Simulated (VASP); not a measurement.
# MgC2 (P6/mmm) in VASP: notebook

MgC2 is run at these levels: PBE; tasks: single point, relaxation of cell and atoms.

All numbers are computed with VASP 6.6.1; they aren't measurements. Logs are shortened: lines on timing, memory, paths and dates and some standing lists are left out, and cuts for length are marked.

### 1 The cell of the first run

The structure is hexagonal, space group P6/mmm (No. 191). The conventional cell has a = 3.086 Å, b = 3.086 Å, c = 5.585 Å, α = 90.00°, β = 90.00°, γ = 120.00°. Within 2.5 Å of Mg (site symmetry 6/mmm) lie 2 C at 1.87 Å. Within 2.5 Å of C (site symmetry 6mm) lie 1 C at 1.85 Å and 1 Mg at 1.87 Å.

### 2 Single point, PBE

The input, INCAR:

```
ALGO     = Normal         # electronic algorithm
EDIFF    = 1E-6           # SCF threshold, eV
ENCUT    = 520            # plane-wave cutoff, eV
GGA      = PE             # functional
ISIF     = 2              # what is computed and relaxed
ISMEAR   = 0              # smearing method
LASPH    = T              # aspherical terms in the spheres
LCHARG   = F              # write CHGCAR
LREAL    = F              # projectors in reciprocal space
LWAVE    = F              # write WAVECAR
NBANDS   = 12             # bands
NELM     = 100            # most SCF steps
PREC     = Accurate       # precision mode
SIGMA    = 0.1            # smearing width, eV
```

The input, KPOINTS:

```
k-points
0
Gamma
  6 6 4
```

The input, POSCAR:

```
MgC2
1.0
    3.0864490900      0.0000000000      0.0000000000
   -1.5432245500      2.6729433200      0.0000000000
    0.0000000000      0.0000000000      5.5852701000
Mg C
1 2
Direct
    0.0000000000      0.0000000000      0.5000000000
    0.0000000000      0.0000000000      0.1655322000
    0.0000000000      0.0000000000      0.8344678000
```

Potentials or basis: VASP PAW PBE potentials, release 64 (Mg, C).

The run is started by

```
$ cat potpaw_PBE.64/Mg/POTCAR potpaw_PBE.64/C/POTCAR > POTCAR
$ mpirun -np 1 vasp_std > vasp.out
```

OUTCAR:

```text
EDIFF = 1E-6
   ENCUT = 520
   GGA = PE
   ISIF = 2
   ISMEAR = 0
   LASPH = T
   LREAL = F
   NELM = 100
   PREC = Accurate

 ion  position               nearest neighbor table
   1  0.000  0.000  0.500-   2 1.87   3 1.87
   2  0.000  0.000  0.166-   3 1.85   1 1.87
   3  0.000  0.000  0.834-   2 1.85   1 1.87

  LATTYP: Found a hexagonal cell.
 ALAT       =     3.0864490900
 C/A-ratio  =     1.8096103118

  Lattice vectors:

 A1 = (   3.0864490900,   0.0000000000,   0.0000000000)
 A2 = (  -1.5432245500,   2.6729433200,   0.0000000000)
 A3 = (   0.0000000000,   0.0000000000,   5.5852701000)

Analysis of symmetry for initial positions (statically):
=====================================================================
 Subroutine PRICEL returns:
 Original cell was already a primitive cell.

 Routine SETGRP: Setting up the symmetry group for a
 hexagonal supercell.

 Subroutine GETGRP returns: Found 24 space group operations
 (whereof 24 operations were pure point group operations)
 out of a pool of 24 trial point group operations.

The static configuration has the point symmetry D_6h.

Analysis of symmetry for dynamics (positions and initial velocities):
=====================================================================
 Subroutine PRICEL returns:
 Original cell was already a primitive cell.

 Routine SETGRP: Setting up the symmetry group for a
 hexagonal supercell.

 Subroutine GETGRP returns: Found 24 space group operations
 (whereof 24 operations were pure point group operations)
 out of a pool of 24 trial point group operations.

The dynamic configuration has the point symmetry D_6h.

 Subroutine INISYM returns: Found 24 space group operations
 (whereof 24 operations are pure point group operations),
 and found     1 'primitive' translations

----------------------------------------------------------------------------------------

                                     Primitive cell

  volume of cell :      46.0779

  direct lattice vectors                    reciprocal lattice vectors
     3.086449090  0.000000000  0.000000000     0.323996920  0.187059710  0.000000000
    -1.543224550  2.672943320  0.000000000     0.000000000  0.374119418  0.000000000
     0.000000000  0.000000000  5.585270100     0.000000000  0.000000000  0.179042371

  length of vectors
     3.086449090  3.086449093  5.585270100     0.374119419  0.374119418  0.179042371

  position of ions in fractional coordinates (direct lattice)
     0.000000000  0.000000000  0.500000000
     0.000000000  0.000000000  0.165532200
     0.000000000  0.000000000  0.834467800

  ion indices of the primitive-cell ions
   primitive index   ion index
                 1           1
                 2           2
                 3           3

----------------------------------------------------------------------------------------

 KPOINTS: k-points

Automatic generation of k-mesh.
 Grid dimensions read from file:
 generate k-points for:    6    6    4

 Generating k-lattice:

  Cartesian coordinates                     Fractional coordinates (reciprocal lattice)
     0.053999487  0.031176618  0.000000000     0.166666667  0.000000000  0.000000000
     0.000000000  0.062353236  0.000000000     0.000000000  0.166666667  0.000000000
     0.000000000  0.000000000  0.044760593     0.000000000  0.000000000  0.250000000

  Length of vectors
     0.062353236  0.062353236  0.044760593

  Shift w.r.t. Gamma in fractional coordinates (k-lattice)
     0.000000000  0.000000000  0.000000000

 Subroutine IBZKPT returns following result:
 ===========================================

 Found     21 irreducible k-points:

 Following reciprocal coordinates:
            Coordinates               Weight
  0.000000  0.000000  0.000000      1.000000
  0.166667 -0.000000  0.000000      6.000000
  0.333333 -0.000000  0.000000      6.000000
  0.500000  0.000000  0.000000      3.000000
  0.166667  0.166667  0.000000      6.000000
  0.333333  0.166667  0.000000     12.000000
[... 13 lines left out ...]
  0.333333  0.166667  0.500000     12.000000
  0.333333  0.333333  0.500000      2.000000
   k-points           NKPTS =     21   k-points in BZ     NKDIM =     21   number of bands    NBANDS=     12
   number of dos      NEDOS =    301   number of ions     NIONS =      3
   total plane-waves  NPLWV =  24192
   dimension x,y,z NGX =    24 NGY =   24 NGZ =   42
   dimension x,y,z NGXF=    48 NGYF=   48 NGZF=   84
   ions per type =               1   2
   NGX,Y,Z   is equivalent  to a cutoff of  12.93, 12.93, 12.50 a.u.
   NGXF,Y,Z  is equivalent  to a cutoff of  25.85, 25.85, 25.00 a.u.
 SYSTEM =  unknown system
   PREC   = accura    normal or accurate (medium, high low for compatibility)
   ISTART =      0    job   : 0-new  1-cont  2-samecut
   ICHARG =      2    charge: 1-file 2-atom 10-const
   ISPIN  =      1    spin polarized calculation?
   LNONCOLLINEAR =      F non collinear calculations
   LSORBIT =      F    spin-orbit coupling
   LASPH  =      T    aspherical Exc in radial PAW
   ENCUT  =  520.0 eV  38.22 Ry    6.18 a.u.   5.74  5.74 10.38*2*pi/ulx,y,z
   NELM   =    100;   NELMIN=  2; NELMDL= -5     # of ELM steps
   EDIFF  = 0.1E-05   stopping-criterion for ELM
   LREAL  =      F    real-space projection
   EDIFFG = 0.1E-04   stopping-criterion for IOM
   NSW    =      0    number of steps for IOM
   IBRION =     -1    ionic relax: 0-MD 1-quasi-New 2-CG
   NFREE  =      0    steps in history (QN), initial steepest desc. (CG)
   ISIF   =      2    stress and relaxation
   ISYM   =      2    0-nonsym 1-usesym 2-fastsym
   POTIM  = 0.5000    time-step for ionic-motion
   TEBEG  =    0.0;   TEEND  =   0.0 temperature during run
   PSTRESS=    0.0 pullay stress
   NELECT =      10.0000    total number of electrons
   NUPDOWN=      -1.0000    fix difference up-down
   EMIN   =  10.00;   EMAX   =-10.00  energy-range for DOS
   EFERMI =   0.00;   METHOD = LEGACY
   ISMEAR =     0;   SIGMA  =   0.10  broadening in eV -4-tet -1-fermi 0-gaus
   EFERMI_NEDOS =   21; number of points for ismear=-14 and -15
   IALGO  =     38    algorithm
   IMIX   =      4    mixing-type and parameters
     AMIX     =   0.40;   BMIX     =  1.00
     AMIX_MAG =   1.60;   BMIX_MAG =  1.00
  volume/ion in A,a.u.               =      15.36       103.65
  Fermi-wavevector in a.u.,A,eV,Ry     =   0.983808  1.859128 13.168790  0.967879
  Thomas-Fermi vector in A             =   2.114994
   LORBIT       =      0    0 simple, 1 ext, 2 COOP (PROOUT), +10 PAW based schemes
   GGA     = PE    functional components
   LHFCALC =     F    Hartree Fock is set to
   AEXX    =    0.0000 exact exchange contribution
   IVDW    =     0    specifies the selected vdW correction
   LEPSILON=     F    determine dielectric tensor
   LRPA    =     F    only Hartree local field effects (RPA)
 non-spin polarized calculation
 Gauss-broadening in eV      SIGMA  =   0.10
  energy-cutoff  :      520.00
  volume of cell :       46.08
 maximum number of plane-waves:      1254
 NGX is ok and might be reduce to    24
   NGX = 11   NGY = 11   NGZ = 21

 number of electron      10.0000000 magnetization

 Free energy of the ion-electron system (eV)
  ---------------------------------------------------
  ext. energy  EPLUGINS =         0.00000000
  ---------------------------------------------------
  free energy    TOTEN  =       -10.82791467 eV

  energy without entropy =      -10.82008709  energy(sigma->0) =      -10.82400088

 E-fermi :   1.5447     XC(G=0):  -9.1655

 val. band max:        1.5111723849   @ k =   0.1667  -0.0000   0.2500
 cond. band min:       1.6450298093   @ k =   0.1667  -0.0000   0.5000
 fundamental gap:      0.1338574244
 Fermi energy:         1.5446525656

 k-point     1 :       0.0000    0.0000    0.0000
  band No.  band energies     occupation
      1     -10.3261      2.00000
      2      -6.7969      2.00000
      3      -3.7352      2.00000
      4       2.8312      0.00000
      5       2.8312      0.00000
      6       3.4131      0.00000
      7       4.8210      0.00000
      8       4.8210      0.00000
      9       6.6662      0.00000
     10      11.8409      0.00000
     11      12.4948      0.00000
     12      14.9668      0.00000

 k-point     2 :       0.1667   -0.0000    0.0000
  band No.  band energies     occupation
      1     -10.0036      2.00000
      2      -6.4837      2.00000
      3      -3.3785      2.00000
      4       1.4800      1.63944
      5       2.5686      0.00000
      6       3.6965      0.00000
      7       3.7880      0.00000
      8       4.6111      0.00000
      9       6.8773      0.00000
     10      11.3890      0.00000
     11      13.0052      0.00000
     12      13.0520      0.00000

 k-point     3 :       0.3333   -0.0000    0.0000
  band No.  band energies     occupation
      1      -9.2198      2.00000
      2      -5.7123      2.00000
      3      -2.5255      2.00000
      4      -0.6431      2.00000
      5       1.8843      0.00000
      6       2.0982      0.00000
      7       3.9312      0.00000
      8       4.2242      0.00000
      9       7.3562      0.00000
     10       8.0878      0.00000
     11      13.4972      0.00000
     12      13.5086      0.00000
[... 241 lines left out ...]
 k-point    20 :       0.3333    0.1667    0.5000
  band No.  band energies     occupation
      1      -8.5848      2.00000
      2      -5.8341      2.00000
      3      -1.1116      2.00000
      4      -0.6179      2.00000
      5       0.1712      2.00000
      6       1.1184      2.00000
      7       2.7528      0.00000
      8       4.9530      0.00000
      9       7.0332      0.00000
     10       8.2748      0.00000
     11      11.6363      0.00000
     12      13.2961      0.00000

 k-point    21 :       0.3333    0.3333    0.5000
  band No.  band energies     occupation
      1      -8.3448      2.00000
      2      -5.4900      2.00000
      3      -0.5493      2.00000
      4      -0.4139      2.00000
      5      -0.4139      2.00000
      6       0.9323      2.00000
      7       0.9323      2.00000
      8       6.5215      0.00000
      9       6.8570      0.00000
     10       6.8570      0.00000
     11      12.6736      0.00000
     12      12.6737      0.00000

------------------------ aborting loop because EDIFF is reached ----------------------------------------

  FORCE on cell =-STRESS in cart. coord.  units (eV):
  Direction    XX          YY          ZZ          XY          YZ          ZX
  --------------------------------------------------------------------------------------
  -------------------------------------------------------------------------------------
  Total       -1.2630867     -1.2630867     -0.2920280      0.0000000      0.0000000      0.0000000
  in kB      -43.9188221    -43.9188221    -10.1541149      0.0000001      0.0000000      0.0000000
  external PRESSURE =     -32.6639197 kB  Pullay stress =       0.0000000 kB

 VOLUME and BASIS-vectors are now :
 -----------------------------------------------------------------------------
  energy-cutoff  :      520.00
  volume of cell :       46.08
      direct lattice vectors                 reciprocal lattice vectors
     3.086449090  0.000000000  0.000000000     0.323996920  0.187059710  0.000000000
    -1.543224550  2.672943320  0.000000000     0.000000000  0.374119418  0.000000000
     0.000000000  0.000000000  5.585270100     0.000000000  0.000000000  0.179042371

 POSITION                                       TOTAL-FORCE (eV/Angst)
 -----------------------------------------------------------------------------------
      0.00000      0.00000      2.79264        -0.000000      0.000000      0.000000
      0.00000      0.00000      0.92454        -0.000000      0.000000     -8.292962
      0.00000      0.00000      4.66073         0.000000     -0.000000      8.292962
 -----------------------------------------------------------------------------------
    total drift:                               -0.000000      0.000000     -0.000000

  FREE ENERGIE OF THE ION-ELECTRON SYSTEM (eV)
  ---------------------------------------------------
  free  energy   TOTEN  =       -10.8279146702 eV

  energy  without entropy=      -10.8200870887  energy(sigma->0) =      -10.82400088
```

Run time: 8.6 s. Hardware: 1 thread of Intel Xeon 6975P-C, shared host; peak memory 0.16 GiB.

What came out:

```yaml
Free_energy: -10.8279 eV
Pressure: -3.3 GPa
Largest_force: 8.293 eV/Å
Band_gap_on_the_k_mesh: zero (band 5 reaches 2.83 eV, above the bottom of band 6 at 0.93 eV)
```

Forces in eV/Å, atoms in the order of the input:
```
Mg   0.000  0.000  0.000
C    0.000  0.000 -8.293
C    0.000  0.000  8.293
```

Stress tensor (GPa, compression positive):
```
-4.39  0.00  0.00
 0.00 -4.39  0.00
 0.00  0.00 -1.02
```

Levels at points of the mesh, in eV from the Fermi level:
```tsv
k point	band 2	band 3	band 4	band 5	band 6	band 7	band 8	band 9
(0.00, 0.00, 0.00)	-8.34	-5.28	1.29	1.29	1.87	3.28	3.28	5.12
(0.50, 0.00, 0.00)	-6.75	-3.56	-3.21	-0.65	0.34	2.50	2.50	5.15
(0.00, 0.00, 0.50)	-9.32	-3.27	-0.55	1.29	1.29	3.27	3.27	6.39
(0.50, 0.00, 0.50)	-7.33	-3.08	-2.24	-1.91	0.39	2.38	3.59	4.40
```

Caveat: the k points lie up to 0.39 Å⁻¹ apart; forces of over 1 eV/Å act on the atoms, so gaps and moduli don't describe the material at rest.

### 3 Single point, PBE

This run uses another cell than the first one, of 46.37 Å³/atom, 3.019 times its volume.

The input, INCAR:

```
SYSTEM = MgC2
ALGO = Normal ; EDIFF = 1E-6
ENCUT = 520 ; GGA = PE
ISIF = 2 ; ISMEAR = 0
LASPH = .True. ; LCHARG = .False.
LREAL = .False. ; LWAVE = .False.
NBANDS = 12 ; NELM = 100
PREC = Accurate ; SIGMA = 0.1
```

The input, KPOINTS:

```
k-points
0
Gamma
  6 6 4
  0 0 0
```

The input, POSCAR:

```
MgC2
1.0
    5.5195436671      0.0000000052      0.0000000000
   -2.7597718380      4.7800650304      0.0000000000
    0.0000000000      0.0000000000      5.2724676037
Mg C
1 2
Direct
    0.0000000000      0.0000000000      0.5000000000
    0.0000000000      0.0000000000      0.1175772180
    0.0000000000      0.0000000000      0.8824227820
```

Potentials or basis: VASP PAW PBE potentials, release 64 (Mg, C).

The run is started by

```
$ cat potpaw_PBE.64/Mg/POTCAR potpaw_PBE.64/C/POTCAR > POTCAR
$ mpirun -np 1 vasp_std > vasp.out
```

Wall time 35 s (1 thread of Intel Xeon 6975P-C, shared host); peak memory 0.25 GiB.

It converged, with:

```
Free energy            : -16.8810 eV
Pressure               : 0.2 GPa
Largest force          : 0.093 eV/Å
Band gap on the k mesh : 3.48 eV, indirect (least direct gap 3.52 eV)
```

Forces in eV/Å, atoms in the order of the input:
```
Mg   0.000  0.000  0.000
C    0.000  0.000  0.093
C    0.000  0.000 -0.093
```

Stress tensor (GPa, compression positive):
```
0.27 0.00 0.00
0.00 0.27 0.00
0.00 0.00 0.04
```

Levels at points of the mesh, in eV from the valence-band top:
```
           k point  band 2  band 3  band 4  band 5  band 6  band 7  band 8  band 9
(0.00, 0.00, 0.00)   -3.21   -2.03   -0.11   -0.11    4.13    6.28    6.28    7.47
(0.50, 0.00, 0.00)   -3.19   -1.93   -0.34   -0.16    4.90    5.47    5.87    6.20
(0.00, 0.00, 0.50)   -4.04   -0.81    0.00    0.00    3.94    4.78    4.78    6.45
(0.50, 0.00, 0.50)   -3.99   -0.77   -0.16   -0.03    3.48    4.51    5.13    7.95
```

### 4 Relaxation of cell and atoms, PBE

The input, INCAR:

```
SYSTEM = MgC2
  PREC = Accurate
  ENCUT = 600
  EDIFF = 1E-6
  ISMEAR = 0
  SIGMA = 0.1
  LREAL = .False.
  LASPH = .True.
  NELM = 100
  ALGO = Normal
  ISIF = 3
  LWAVE = .False.
  LCHARG = .False.
  GGA = PE
  IBRION = 2
  NSW = 90
  EDIFFG = -0.04
```

The input, KPOINTS:

```
regular mesh
0
Gamma
  6 6 4
  0 0 0
```

The input, POSCAR:

```
MgC2
1.0
    3.0864490900      0.0000000000      0.0000000000
   -1.5432245500      2.6729433200      0.0000000000
    0.0000000000      0.0000000000      5.5852701000
Mg C
1 2
Direct
    0.0000000000      0.0000000000      0.5000000000
    0.0000000000      0.0000000000      0.1655322000
    0.0000000000      0.0000000000      0.8344678000
```

The run is started by

```
$ cat potpaw_PBE.64/Mg/POTCAR potpaw_PBE.64/C/POTCAR > POTCAR
$ mpirun -np 1 vasp_std > vasp.out
```

Wall time 4.3 min (1 thread of Intel Xeon 6975P-C, shared host); peak memory 0.21 GiB.

Results (log left out):

* Free energy: -16.4448 eV
* Relaxed volume: 27.60 Å³/atom
* Relaxed cell: a = 4.270 Å, b = 4.270 Å, c = 5.242 Å, α = 90.00°, β = 90.00°, γ = 120.00°
* Space group after relaxing (to 0.05 Å): P6/mmm (No. 191)
* Energy gained by relaxing: 1872.2 meV/atom
* Ionic steps: 39
* Pressure after relaxing: 0.0 GPa
* Largest force after relaxing: 0.035 eV/Å
* Band gap on the k mesh: 2.04 eV, indirect (least direct gap 2.21 eV)

Forces on the atoms (eV/Å):
```
Mg   0.000  0.000  0.000
C    0.000  0.000  0.035
C    0.000  0.000 -0.035
```

Stress tensor (GPa, compression positive):
```
 0.04  0.00  0.00
 0.00  0.04  0.00
 0.00  0.00 -0.12
```

Step by step:
| step | energy change (eV) | largest force (eV/Å) | pressure (GPa) | volume (Å³) |
| --- | --- | --- | --- | --- |
| 1 | 0.0000 | 8.2932 | -3.31 | 46.08 |
| 2 | -0.9117 | 31.8111 | 40.00 | 43.99 |
| 3 | -1.3348 | 8.2002 | -7.20 | 45.64 |
| 4 | -2.3881 | 7.9697 | -8.46 | 45.30 |
| 5 | -3.8766 | 1.5084 | 0.55 | 44.64 |
| 6 | -3.8743 | 1.4435 | 4.51 | 44.53 |
| 7 | -3.8920 | 0.2393 | 2.26 | 44.59 |
| 8 | -3.1379 | 19.3168 | 32.65 | 45.44 |
| 9 | -4.0193 | 3.5566 | 8.98 | 44.91 |
| 10 | -4.2697 | 2.7231 | 9.56 | 46.12 |
| 11 | -4.5269 | 0.1923 | 19.76 | 49.44 |
| 12 | -4.5727 | 0.9132 | 16.36 | 48.62 |
| 13 | -4.7789 | 3.4675 | 7.47 | 52.23 |
| 14 | -4.7870 | 4.6343 | 5.05 | 53.49 |
| 15 | -4.9176 | 4.1595 | 3.51 | 55.55 |
| 16 | -5.2074 | 2.8652 | 0.01 | 62.05 |
| 17 | -5.3679 | 0.1582 | -3.83 | 76.44 |
| 18 | -5.3755 | 0.5165 | -3.45 | 74.28 |
| 19 | -5.4705 | 1.9951 | -0.35 | 74.79 |
| 20 | -5.4762 | 2.8363 | 0.63 | 74.94 |
| 21 | -5.5548 | 1.5247 | 1.06 | 75.41 |
| 22 | -5.5850 | 0.0435 | 1.83 | 75.94 |
| 23 | -5.5853 | 0.0913 | 1.75 | 75.90 |
| 24 | -5.5894 | 0.2716 | 1.15 | 76.36 |
| 25 | -5.5907 | 0.6373 | 0.55 | 76.84 |
| 26 | -5.5931 | 0.5141 | 0.47 | 77.12 |
| 27 | -5.5980 | 0.1414 | 0.25 | 77.96 |
| 28 | -5.5978 | 0.6070 | -0.13 | 79.65 |
| 29 | -5.5996 | 0.2187 | 0.07 | 78.77 |
| 30 | -5.6020 | 0.2428 | 0.11 | 79.03 |
| 31 | -5.6081 | 0.3088 | 0.28 | 79.82 |
| 32 | -5.6141 | 0.4435 | 0.59 | 81.40 |
| 33 | -5.6151 | 0.4382 | -0.07 | 82.09 |
| 34 | -5.6158 | 0.0998 | 0.19 | 81.82 |
| 35 | -5.6160 | 0.0994 | 0.14 | 82.00 |
| 36 | -5.6164 | 0.0922 | -0.04 | 82.54 |
| 37 | -5.6165 | 0.0915 | -0.10 | 82.75 |
| 38 | -5.6162 | 0.2720 | 0.16 | 82.89 |
| 39 | -5.6166 | 0.0347 | -0.02 | 82.80 |

Final structure:
```xyz
3
Lattice="4.2705 0.0000 0.0000 -2.1352 3.6983 0.0000 0.0000 0.0000 5.2424" Properties=species:S:1:pos:R:3 pbc="T T T"
Mg    0.0000    0.0000    2.6212
C     0.0000    0.0000    0.6196
C     0.0000    0.0000    4.6228
```

Levels at points of the mesh, in eV from the valence-band top:
```csv
k point,band 3,band 4,band 5,band 6,band 7,band 8
"(0.00, 0.00, 0.00)",-2.92,-0.07,-0.07,3.37,6.48,6.48
"(0.50, 0.00, 0.00)",-2.31,-1.12,-0.26,4.01,4.92,5.29
"(0.00, 0.00, 0.50)",-1.40,0.00,0.00,2.67,5.53,5.53
"(0.50, 0.00, 0.50)",-1.15,-0.82,-0.17,2.04,4.81,4.90
```

Caveat: the volume moved by over 15 % at a fixed basis, so the end points are rough. A k mesh can miss the band edges.

[end of part 1 of 2]
